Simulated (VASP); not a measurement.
# Ga3AsP2 (P6_3mc) in VASP: notebook

Ga3AsP2 is run at these levels: PBE; tasks: single point, relaxation of cell and atoms.

Everything below comes from runs of VASP 6.6.1. Logs are shortened: lines on timing, memory, paths and dates and some standing lists are left out, and cuts for length are marked.

## 1. The cell of the first run

The structure is hexagonal, space group P6_3mc (No. 186). Conventional cell: a = 3.822 Å, b = 3.822 Å, c = 18.908 Å, α = 90.00°, β = 90.00°, γ = 120.00°. Ga (site symmetry 3m) has 3 P at 2.34 Å and 1 As at 2.36 Å within 3.1 Å. Within 3.1 Å of Ga (site symmetry 3m) lie 4 P at 2.34 to 2.36 Å. Within 3.1 Å of Ga (site symmetry 3m) lie 3 As at 2.34 Å and 1 P at 2.36 Å. P (site symmetry 3m) has 4 Ga at 2.34 to 2.36 Å within 3.1 Å. P (site symmetry 3m) has 4 Ga at 2.34 to 2.36 Å within 3.1 Å. As (site symmetry 3m) has 4 Ga at 2.34 to 2.36 Å within 3.1 Å.

## 2. Single point, PBE

Contents of INCAR:

```
SYSTEM = Ga3AsP2
PREC = Accurate
ENCUT = 520
EDIFF = 1E-7
ISMEAR = 0
SIGMA = 0.1
LREAL = .False.
LASPH = .True.
NELM = 100
ALGO = Normal
ISIF = 2
LWAVE = .False.
LCHARG = .True.
GGA = PE
LELF = .True.
LVHAR = .True.
NBANDS = 66
```

Contents of KPOINTS:

```
Automatic mesh
0
Gamma
  6 6 1
  0 0 0
```

Contents of POSCAR:

```
Ga3AsP2
1.0
    3.8217522400      0.0000000000      0.0000000000
   -1.9108761200      3.3097345300      0.0000000000
    0.0000000000      0.0000000000     18.9081567600
Ga P As
6 4 2
Direct
    0.3333333300      0.6666666700      0.3333280300
    0.3333333300      0.6666666700      0.6666613600
    0.3333333300      0.6666666700      0.9999947000
    0.6666666700      0.3333333300      0.1666613600
    0.6666666700      0.3333333300      0.4999947000
    0.6666666700      0.3333333300      0.8333280300
    0.3333333300      0.6666666700      0.1246719700
    0.3333333300      0.6666666700      0.7913386300
    0.6666666700      0.3333333300      0.2913386300
    0.6666666700      0.3333333300      0.6246719700
    0.3333333300      0.6666666700      0.4580053000
    0.6666666700      0.3333333300      0.9580053000
```

Potentials or basis: VASP PAW PBE potentials, release 64 (Ga_d, P, As).

Run with:

```console
> cat potpaw_PBE.64/Ga_d/POTCAR potpaw_PBE.64/P/POTCAR potpaw_PBE.64/As/POTCAR > POTCAR
> mpirun -np 1 vasp_std > vasp.out
```

OUTCAR:

```text
SYSTEM = Ga3AsP2
   PREC = Accurate
   ENCUT = 520
   EDIFF = 1E-7
   ISMEAR = 0
   LREAL = .False.
   LASPH = .True.
   NELM = 100
   ISIF = 2
   GGA = PE

 ion  position               nearest neighbor table
   1  0.333  0.667  0.333-   9 2.34   9 2.34   9 2.34  11 2.36
   2  0.333  0.667  0.667-  10 2.34  10 2.34  10 2.34   8 2.36
   3  0.333  0.667  1.000-  12 2.34  12 2.34  12 2.34   7 2.36
   4  0.667  0.333  0.167-   7 2.34   7 2.34   7 2.34   9 2.36
   5  0.667  0.333  0.500-  11 2.34  11 2.34  11 2.34  10 2.36
   6  0.667  0.333  0.833-   8 2.34   8 2.34   8 2.34  12 2.36
   7  0.333  0.667  0.125-   4 2.34   4 2.34   4 2.34   3 2.36
   8  0.333  0.667  0.791-   6 2.34   6 2.34   6 2.34   2 2.36
   9  0.667  0.333  0.291-   1 2.34   1 2.34   1 2.34   4 2.36
  10  0.667  0.333  0.625-   2 2.34   2 2.34   2 2.34   5 2.36
  11  0.333  0.667  0.458-   5 2.34   5 2.34   5 2.34   1 2.36
  12  0.667  0.333  0.958-   3 2.34   3 2.34   3 2.34   6 2.36

  LATTYP: Found a hexagonal cell.
 ALAT       =     3.8217522400
 C/A-ratio  =     4.9475098260

  Lattice vectors:

 A1 = (   3.8217522400,   0.0000000000,   0.0000000000)
 A2 = (  -1.9108761200,   3.3097345300,   0.0000000000)
 A3 = (   0.0000000000,   0.0000000000,  18.9081567600)

Analysis of symmetry for initial positions (statically):
=====================================================================
 Subroutine PRICEL returns:
 Original cell was already a primitive cell.

 Routine SETGRP: Setting up the symmetry group for a
 hexagonal supercell.

 Subroutine GETGRP returns: Found 12 space group operations
 (whereof  6 operations were pure point group operations)
 out of a pool of 24 trial point group operations.

The static configuration has the point symmetry C_3v.
 The point group associated with its full space group is C_6v.

Analysis of symmetry for dynamics (positions and initial velocities):
=====================================================================
 Subroutine PRICEL returns:
 Original cell was already a primitive cell.

 Routine SETGRP: Setting up the symmetry group for a
 hexagonal supercell.

 Subroutine GETGRP returns: Found 12 space group operations
 (whereof  6 operations were pure point group operations)
 out of a pool of 24 trial point group operations.

The dynamic configuration has the point symmetry C_3v.
 The point group associated with its full space group is C_6v.

 Subroutine INISYM returns: Found 12 space group operations
 (whereof  6 operations are pure point group operations),
 and found     1 'primitive' translations

----------------------------------------------------------------------------------------

                                     Primitive cell

[... 108 lines left out ...]
   EFERMI_NEDOS =   21; number of points for ismear=-14 and -15
   IALGO  =     38    algorithm
   IMIX   =      4    mixing-type and parameters
     AMIX     =   0.40;   BMIX     =  1.00
     AMIX_MAG =   1.60;   BMIX_MAG =  1.00
  volume/ion in A,a.u.               =      19.93       134.50
  Fermi-wavevector in a.u.,A,eV,Ry     =   1.255975  2.373449 21.462838  1.577474
  Thomas-Fermi vector in A             =   2.389706
   LORBIT       =      0    0 simple, 1 ext, 2 COOP (PROOUT), +10 PAW based schemes
   GGA     = PE    functional components
   LHFCALC =     F    Hartree Fock is set to
   AEXX    =    0.0000 exact exchange contribution
   IVDW    =     0    specifies the selected vdW correction
   LEPSILON=     F    determine dielectric tensor
   LRPA    =     F    only Hartree local field effects (RPA)
 non-spin polarized calculation
 Gauss-broadening in eV      SIGMA  =   0.10
  energy-cutoff  :      520.00
  volume of cell :      239.17
 maximum number of plane-waves:      6495
   NGX = 15   NGY = 15   NGZ = 71

 number of electron     107.9999959 magnetization

 Free energy of the ion-electron system (eV)
  ---------------------------------------------------
  ext. energy  EPLUGINS =         0.00000000
  ---------------------------------------------------
  free energy    TOTEN  =       -52.13197455 eV

  energy without entropy =      -52.13197455  energy(sigma->0) =      -52.13197455

 E-fermi :   5.5052     XC(G=0):  -9.9831

 val. band max:        5.0667855208   @ k =   0.0000   0.0000   0.0000
 cond. band min:       6.3263109855   @ k =   0.0000   0.0000   0.0000
 fundamental gap:      1.2595254647
 Fermi energy:         5.5052426294

 k-point     1 :       0.0000    0.0000    0.0000
  band No.  band energies     occupation
      1      -9.9583      2.00000
      2      -9.9551      2.00000
      3      -9.8804      2.00000
      4      -9.8804      2.00000
      5      -9.8804      2.00000
      6      -9.8804      2.00000
[... 472 lines left out ...]
     65      11.2604      0.00000
     66      11.3300      0.00000

------------------------ aborting loop because EDIFF is reached ----------------------------------------

  FORCE on cell =-STRESS in cart. coord.  units (eV):
  Direction    XX          YY          ZZ          XY          YZ          ZX
  --------------------------------------------------------------------------------------
  -------------------------------------------------------------------------------------
  Total       11.9104898     11.9104898     11.5992873      0.0000000     -0.0000000      0.0000000
  in kB       79.7875851     79.7875852     77.7028603      0.0000000     -0.0000000      0.0000000
  external PRESSURE =      79.0926769 kB  Pullay stress =       0.0000000 kB

 VOLUME and BASIS-vectors are now :
 -----------------------------------------------------------------------------
  energy-cutoff  :      520.00
  volume of cell :      239.17
      direct lattice vectors                 reciprocal lattice vectors
     3.821752240  0.000000000  0.000000000     0.261660081  0.151069518  0.000000000
    -1.910876120  3.309734530  0.000000000     0.000000000  0.302139036  0.000000000
     0.000000000  0.000000000 18.908156760     0.000000000  0.000000000  0.052887228

 POSITION                                       TOTAL-FORCE (eV/Angst)
 -----------------------------------------------------------------------------------
     -0.00000      2.20649      6.30262         0.000000      0.000000     -0.772015
     -0.00000      2.20649     12.60534        -0.000000      0.000000      0.047225
     -0.00000      2.20649     18.90806         0.000000      0.000000      0.843425
      1.91088      1.10324      3.15126         0.000000     -0.000000      0.047225
      1.91088      1.10324      9.45398        -0.000000      0.000000      0.843425
      1.91088      1.10324     15.75670        -0.000000      0.000000     -0.772015
     -0.00000      2.20649      2.35732        -0.000000     -0.000000      0.006466
     -0.00000      2.20649     14.96275         0.000000     -0.000000     -0.102742
      1.91088      1.10324      5.50868        -0.000000      0.000000     -0.102742
      1.91088      1.10324     11.81140         0.000000      0.000000      0.006466
     -0.00000      2.20649      8.66004        -0.000000      0.000000     -0.022359
      1.91088      1.10324     18.11411         0.000000     -0.000000     -0.022359
 -----------------------------------------------------------------------------------
    total drift:                                0.000003     -0.000003     -0.001388

  FREE ENERGIE OF THE ION-ELECTRON SYSTEM (eV)
  ---------------------------------------------------
  free  energy   TOTEN  =       -52.1319745486 eV

  energy  without entropy=      -52.1319745486  energy(sigma->0) =      -52.13197455
```

Wall time 3.9 min (1 thread of AMD EPYC 7R13, shared host); peak memory 0.34 GiB.

What came out:

| Property | Result |
| --- | --- |
| Free energy | -52.1320 eV |
| Pressure | 7.9 GPa |
| Largest force | 0.843 eV/Å |
| Band gap on the k mesh | 1.26 eV |

Forces in eV/Å, atoms in the order of the input:
```
Ga   0.000  0.000 -0.772
Ga   0.000  0.000  0.047
Ga   0.000  0.000  0.843
Ga   0.000  0.000  0.047
Ga   0.000  0.000  0.843
Ga   0.000  0.000 -0.772
P    0.000  0.000  0.006
P    0.000  0.000 -0.103
P    0.000  0.000 -0.103
P    0.000  0.000  0.006
As   0.000  0.000 -0.022
As   0.000  0.000 -0.022
```

Levels at points of the mesh, in eV from the valence-band top:
```
           k point  band 50  band 51  band 52  band 53  band 54  band 55  band 56  band 57  band 58  band 59
(0.00, 0.00, 0.00)    -0.32    -0.32    -0.22     0.00     0.00     1.26     1.61     1.64     1.80     2.51
(0.50, 0.00, 0.00)    -2.03    -1.97    -1.89    -1.82    -1.33     1.36     1.38     1.41     1.64     1.68
```

Caveat: the cell stands under pressure. A k mesh can miss the band edges.

## 3. Single point, PBE

This run uses another cell than the first one, of 21.73 Å³/atom.

Contents of INCAR:

```
SYSTEM = Ga3AsP2
ALGO = Normal
EDIFF = 1E-6
ENCUT = 520
GGA = PE
ISIF = 2
ISMEAR = 0
LASPH = .TRUE.
LCHARG = .FALSE.
LREAL = .FALSE.
LWAVE = .FALSE.
NBANDS = 66
NELM = 60
PREC = Accurate
SIGMA = 0.1
```

Contents of KPOINTS:

```
k-points
0
G
  6 6 1
  0 0 0
```

Contents of POSCAR:

```
Ga3AsP2
1.0
    3.9333794129      0.0000000000      0.0000000000
   -1.9666897064      3.4064064943      0.0000000000
    0.0000000000      0.0000000000     19.4579120323
Ga P As
6 4 2
Direct
    0.3333333333      0.6666666667      0.3302727977
    0.3333333333      0.6666666667      0.6666607216
    0.3333333333      0.6666666667      1.0032035463
    0.6666666667      0.3333333333      0.1666607216
    0.6666666667      0.3333333333      0.5032035463
    0.6666666667      0.3333333333      0.8302727977
    0.3333333333      0.6666666667      0.1260271318
    0.3333333333      0.6666666667      0.7900933044
    0.6666666667      0.3333333333      0.2900933044
    0.6666666667      0.3333333333      0.6260271318
    0.3333333333      0.6666666667      0.4577424882
    0.6666666667      0.3333333333      0.9577424882
```

Potentials or basis: VASP PAW PBE potentials, release 64 (Ga_d, P, As).

Run with:

```console
> cat potpaw_PBE.64/Ga_d/POTCAR potpaw_PBE.64/P/POTCAR potpaw_PBE.64/As/POTCAR > POTCAR
> mpirun -np 1 vasp_std > vasp.out
```

It took 4 min on 1 thread of AMD EPYC 7R13, shared host; peak memory 0.38 GiB.

The run converged. Its results:

| Item | Value |
| --- | --- |
| Free energy | -52.7407 eV |
| Pressure | 0.2 GPa |
| Largest force | 0.050 eV/Å |
| Band gap on the k mesh | 0.91 eV |

Forces in eV/Å, atoms in the order of the input:
```
Ga   0.000  0.000 -0.050
Ga   0.000  0.000  0.005
Ga   0.000  0.000  0.046
Ga   0.000  0.000  0.005
Ga   0.000  0.000  0.046
Ga   0.000  0.000 -0.050
P    0.000  0.000  0.038
P    0.000  0.000 -0.033
P    0.000  0.000 -0.033
P    0.000  0.000  0.038
As   0.000  0.000 -0.007
As   0.000  0.000 -0.007
```

Stress tensor (GPa, compression positive):
```
0.24 0.00 0.00
0.00 0.24 0.00
0.00 0.00 0.16
```

Levels at points of the mesh, in eV from the valence-band top:
```csv
k point,band 52,band 53,band 54,band 55,band 56,band 57
"(0.00, 0.00, 0.00)",-0.18,0.00,0.00,0.91,0.99,1.12
"(0.50, 0.00, 0.00)",-1.79,-1.55,-1.23,1.16,1.28,1.39
```

(Part 1 of 2 ends here.)
